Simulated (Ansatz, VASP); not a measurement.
## Two plane-wave programs on BeS

```xyz
2
Lattice="0.0000 2.4070 2.5664 2.5664 0.0000 2.5664 2.5664 2.4070 0.0000" Properties=species:S:1:pos:R:3 pbc="T T T"
Be    0.0000    0.0000    0.0000
S     3.8495    3.6105    3.8495
```

Alike in both runs: task single point; functional PBEsol; k mesh 10 × 10 × 10; occupations gaussian, width 0.05 eV; no spin polarisation.

|  | VASP | Ansatz |
| --- | --- | --- |
| version | VASP 6.6.1 | Ansatz 0.2.0 |
| potentials or method | VASP PAW PBE potentials, release 64 (Be, S), cutoff 520 eV | scalar-relativistic, plane waves, PAW |
| valence electrons in the cell | 8 | 8 |

Ansatz gave:

```
gap on the k mesh at the Fermi level (eV)                     : 2.69
least direct gap on the mesh (eV)                             : 4.65
pressure (GPa)                                                : -8.9
traceless stress, the component that is largest in VASP (GPa) : 3.40
```

Task: What did VASP give for the same quantities?

Result: gap on the k mesh at the Fermi level (eV): 2.70; least direct gap on the mesh (eV): 4.66; pressure (GPa): -8.8; traceless stress, the component that is largest in VASP (GPa): 3.39.

VASP's potentials were made for PBE, not for PBEsol.
